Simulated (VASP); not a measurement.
# Zn (P6_3/mmc) in VASP: further runs

Zn is run at these levels: LDA, PBE; tasks: single point.

All numbers are computed with VASP 6.6.1; they aren't measurements. Logs are shortened: lines on timing, memory, paths and dates and some standing lists are left out, and cuts for length are marked.

## (1) The cell of the first run

It takes space group P6_3/mmc (No. 194, hexagonal). The conventional cell has a = 2.688 Å, b = 2.688 Å, c = 4.999 Å, α = 90.00°, β = 90.00°, γ = 120.00°. Zn (site symmetry -6m2) has 12 Zn at 2.69 to 2.94 Å within 3.5 Å.

## (2) Single point, LDA

INCAR reads:

```
SYSTEM = Zn
PREC     = Accurate       ! precision mode
ENCUT    = 520            ! plane-wave cutoff, eV
EDIFF    = 1E-6           ! SCF threshold, eV
ISMEAR   = -1             ! smearing method
SIGMA    = 0.05           ! smearing width, eV
LREAL    = .False.        ! projectors in reciprocal space
LASPH    = .True.         ! aspherical terms in the spheres
NELM     = 60             ! most SCF steps
ALGO     = Normal         ! electronic algorithm
ISIF     = 2              ! what is computed and relaxed
LWAVE    = .False.        ! write WAVECAR
LCHARG   = .True.         ! write CHGCAR
LELF     = .True.         ! ELF
LVHAR    = .True.       
NBANDS   = 19             ! bands
```

KPOINTS reads:

```
regular mesh
0
Gamma
  11 11 6
  0 0 0
```

POSCAR reads:

```
Zn
1.0
    2.6876826345      0.0000000000      0.0000000000
   -1.3438413173      2.3276014388      0.0000000000
    0.0000000000      0.0000000000      4.9988883757
Zn
2
Direct
    0.6666666667      0.3333333333      0.7500000000
    0.3333333333      0.6666666667      0.2500000000
```

Potentials or basis: VASP PAW LDA potentials, release 64 (Zn).

Started as:

```console
> cat potpaw_LDA.64/Zn/POTCAR > POTCAR
> mpirun -np 1 vasp_std > vasp.out
```

OUTCAR:

```text
SYSTEM = Zn
   PREC = Accurate
   ENCUT = 520
   EDIFF = 1E-6
   ISMEAR = -1
   LREAL = .False.
   LASPH = .True.
   NELM = 60
   ISIF = 2

 ion  position               nearest neighbor table
   1  0.667  0.333  0.750-   2 2.94   2 2.94   2 2.94   2 2.94   2 2.94   2 2.94
   2  0.333  0.667  0.250-   1 2.94   1 2.94   1 2.94   1 2.94   1 2.94   1 2.94

  LATTYP: Found a hexagonal cell.
 ALAT       =     2.6876826345
 C/A-ratio  =     1.8599250937

  Lattice vectors:

 A1 = (   2.6876826345,   0.0000000000,   0.0000000000)
 A2 = (  -1.3438413173,   2.3276014388,   0.0000000000)
 A3 = (   0.0000000000,   0.0000000000,   4.9988883757)

Analysis of symmetry for initial positions (statically):
=====================================================================
 Subroutine PRICEL returns:
 Original cell was already a primitive cell.

 Routine SETGRP: Setting up the symmetry group for a
 hexagonal supercell.

 Subroutine GETGRP returns: Found 24 space group operations
 (whereof 12 operations were pure point group operations)
 out of a pool of 24 trial point group operations.

The static configuration has the point symmetry D_3d.
 The point group associated with its full space group is D_6h.

Analysis of symmetry for dynamics (positions and initial velocities):
=====================================================================
 Subroutine PRICEL returns:
 Original cell was already a primitive cell.

 Routine SETGRP: Setting up the symmetry group for a
 hexagonal supercell.

 Subroutine GETGRP returns: Found 24 space group operations
 (whereof 12 operations were pure point group operations)
 out of a pool of 24 trial point group operations.

The dynamic configuration has the point symmetry D_3d.
 The point group associated with its full space group is D_6h.

 Subroutine INISYM returns: Found 24 space group operations
 (whereof 12 operations are pure point group operations),
 and found     1 'primitive' translations

----------------------------------------------------------------------------------------

                                     Primitive cell

  volume of cell :      31.2723

  direct lattice vectors                    reciprocal lattice vectors
     2.687682634  0.000000000  0.000000000     0.372067739  0.214813409  0.000000000
    -1.343841317  2.327601439  0.000000000     0.000000000  0.429626818  0.000000000
     0.000000000  0.000000000  4.998888376     0.000000000  0.000000000  0.200044475

  length of vectors
     2.687682634  2.687682635  4.998888376     0.429626818  0.429626818  0.200044475

  position of ions in fractional coordinates (direct lattice)
[... 74 lines left out ...]
   LNONCOLLINEAR =      F non collinear calculations
   LSORBIT =      F    spin-orbit coupling
   LASPH  =      T    aspherical Exc in radial PAW
   ENCUT  =  520.0 eV  38.22 Ry    6.18 a.u.   5.00  5.00  9.29*2*pi/ulx,y,z
   NELM   =     60;   NELMIN=  2; NELMDL= -5     # of ELM steps
   EDIFF  = 0.1E-05   stopping-criterion for ELM
   LREAL  =      F    real-space projection
   EDIFFG = 0.1E-04   stopping-criterion for IOM
   NSW    =      0    number of steps for IOM
   IBRION =     -1    ionic relax: 0-MD 1-quasi-New 2-CG
   NFREE  =      0    steps in history (QN), initial steepest desc. (CG)
   ISIF   =      2    stress and relaxation
   ISYM   =      2    0-nonsym 1-usesym 2-fastsym
   POTIM  = 0.5000    time-step for ionic-motion
   TEBEG  =    0.0;   TEEND  =   0.0 temperature during run
   PSTRESS=    0.0 pullay stress
   NELECT =      24.0000    total number of electrons
   NUPDOWN=      -1.0000    fix difference up-down
   EMIN   =  10.00;   EMAX   =-10.00  energy-range for DOS
   EFERMI =   0.00;   METHOD = LEGACY
   ISMEAR =    -1;   SIGMA  =   0.05  broadening in eV -4-tet -1-fermi 0-gaus
   EFERMI_NEDOS =   21; number of points for ismear=-14 and -15
   IALGO  =     38    algorithm
   IMIX   =      4    mixing-type and parameters
     AMIX     =   0.40;   BMIX     =  1.00
     AMIX_MAG =   1.60;   BMIX_MAG =  1.00
  volume/ion in A,a.u.               =      15.64       105.52
  Fermi-wavevector in a.u.,A,eV,Ry     =   1.498851  2.832418 30.566242  2.246555
  Thomas-Fermi vector in A             =   2.610557
   LORBIT       =      0    0 simple, 1 ext, 2 COOP (PROOUT), +10 PAW based schemes
   GGA     = CA    functional components
   LHFCALC =     F    Hartree Fock is set to
   AEXX    =    0.0000 exact exchange contribution
   IVDW    =     0    specifies the selected vdW correction
   LEPSILON=     F    determine dielectric tensor
   LRPA    =     F    only Hartree local field effects (RPA)
 non-spin polarized calculation
  energy-cutoff  :      520.00
  volume of cell :       31.27
 maximum number of plane-waves:       857
 NGX is ok and might be reduce to    20
   NGX =  9   NGY =  9   NGZ = 19

 number of electron      24.0000003 magnetization

 Free energy of the ion-electron system (eV)
  ---------------------------------------------------
  ext. energy  EPLUGINS =         0.00000000
  ---------------------------------------------------
  free energy    TOTEN  =        -3.60571604 eV

  energy without entropy =       -3.60113097  energy(sigma->0) =       -3.60342351

 E-fermi :   2.5510     XC(G=0): -11.7393

 val. band max:        2.4961835577   @ k =   0.3636   0.2727   0.3333
 cond. band min:       2.5742300592   @ k =   0.3636   0.2727   0.3333
 fundamental gap:      0.0780465015
 Fermi energy:         2.5509526126

 k-point     1 :       0.0000    0.0000    0.0000
  band No.  band energies     occupation
      1      -7.5061      2.00000
      2      -5.8723      2.00000
      3      -5.2291      2.00000
      4      -5.0066      2.00000
      5      -5.0066      2.00000
      6      -4.9601      2.00000
[... 505 lines left out ...]
      6      -4.9561      2.00000
[... 11 lines left out ...]
     18      16.9291      0.00000
     19      19.1595      0.00000

 [... further k-points ...]
[... 5 lines left out ...]
  --------------------------------------------------------------------------------------
  -------------------------------------------------------------------------------------
  Total       -2.0129605     -2.0129605     -1.6386904      0.0000000     -0.0000000      0.0000000
  in kB     -103.1301834   -103.1301834    -83.9551688      0.0000000     -0.0000000      0.0000000
  external PRESSURE =     -96.7385119 kB  Pullay stress =       0.0000000 kB

 VOLUME and BASIS-vectors are now :
 -----------------------------------------------------------------------------
  energy-cutoff  :      520.00
  volume of cell :       31.27
      direct lattice vectors                 reciprocal lattice vectors
     2.687682634  0.000000000  0.000000000     0.372067739  0.214813409  0.000000000
    -1.343841317  2.327601439  0.000000000     0.000000000  0.429626818  0.000000000
     0.000000000  0.000000000  4.998888376     0.000000000  0.000000000  0.200044475

 POSITION                                       TOTAL-FORCE (eV/Angst)
 -----------------------------------------------------------------------------------
      1.34384      0.77587      3.74917        -0.000000      0.000000      0.000000
     -0.00000      1.55173      1.24972         0.000000     -0.000000      0.000000
 -----------------------------------------------------------------------------------
    total drift:                               -0.000000      0.000000      0.000000

  FREE ENERGIE OF THE ION-ELECTRON SYSTEM (eV)
  ---------------------------------------------------
  free  energy   TOTEN  =        -3.6057160436 eV

  energy  without entropy=       -3.6011309710  energy(sigma->0) =       -3.60342351
```

OSZICAR:

```text
N       E                     dE             d eps       ncg     rms          rms(c)
DAV:   1     0.113710488193E+03    0.11371E+03   -0.12311E+04  2504   0.197E+03
DAV:   2     0.163523480603E+01   -0.11208E+03   -0.10792E+03  2447   0.295E+02
DAV:   3    -0.381182474158E+01   -0.54471E+01   -0.54273E+01  2760   0.713E+01
DAV:   4    -0.384763960508E+01   -0.35815E-01   -0.35807E-01  2674   0.600E+00
DAV:   5    -0.384769172235E+01   -0.52117E-04   -0.52117E-04  2674   0.206E-01    0.376E+00
DAV:   6    -0.362906618866E+01    0.21863E+00   -0.83424E-01  2678   0.190E+01    0.285E+00
DAV:   7    -0.361354004025E+01    0.15526E-01   -0.33194E-02  3051   0.305E+00    0.147E+00
DAV:   8    -0.360573616448E+01    0.78039E-02   -0.30268E-03  3254   0.692E-01    0.461E-02
DAV:   9    -0.360571240032E+01    0.23764E-04   -0.25475E-04  3108   0.183E-01    0.339E-02
DAV:  10    -0.360571612125E+01   -0.37209E-05   -0.14684E-05  2561   0.290E-02    0.280E-03
DAV:  11    -0.360571604363E+01    0.77623E-07   -0.72550E-07  1489   0.143E-02
   1 F= -.36057160E+01 E0= -.36034235E+01  d E =-.458507E-02
```

Run time: 18 s. Hardware: 1 thread of Intel Xeon Platinum 8488C (Sapphire Rapids), shared host; peak memory 0.15 GiB.

Results:

```yaml
Free_energy: -3.6057 eV
Pressure: -9.7 GPa
Band_gap_on_the_k_mesh: zero (band 12 reaches 4.38 eV, above the bottom of band 13 at -0.46 eV)
```

## (3) Single point, PBE

INCAR reads:

```
SYSTEM = Zn
PREC = Accurate ; ENCUT = 520
EDIFF = 1E-6 ; ISMEAR = -1
SIGMA = 0.05 ; LREAL = .FALSE.
LASPH = .TRUE. ; NELM = 100
ALGO = Normal ; ISIF = 2
LWAVE = .FALSE. ; LCHARG = .FALSE.
GGA = PE ; NBANDS = 19
```

KPOINTS reads:

```
regular mesh
0
G
  11 11 6
  0 0 0
```

POSCAR is that of step 2.

Potentials or basis: VASP PAW PBE potentials, release 64 (Zn).

Started as:

```console
> cat potpaw_PBE.64/Zn/POTCAR > POTCAR
> mpirun -np 1 vasp_std > vasp.out
```

Run time: 20 s. Hardware: 1 thread of Intel Xeon Platinum 8488C (Sapphire Rapids), shared host; peak memory 0.15 GiB.

It converged, with:

- Free energy: -2.1987 eV
- Pressure: -1.7 GPa
- Band gap on the k mesh: zero (band 12 reaches 4.62 eV, above the bottom of band 13 at -0.16 eV)

Stress tensor (GPa, compression positive):
```
-1.56  0.00  0.00
 0.00 -1.56  0.00
 0.00  0.00 -1.99
```

Levels at points of the mesh, in eV from the Fermi level:
| k point | band 10 | band 11 | band 12 | band 13 | band 14 | band 15 |
| --- | --- | --- | --- | --- | --- | --- |
| (0.00, 0.00, 0.00) | -6.94 | -6.94 | -3.38 | -2.96 | 13.43 | 17.04 |
| (0.00, 0.00, 0.50) | -7.02 | -7.02 | -7.02 | 4.59 | 4.59 | 18.47 |
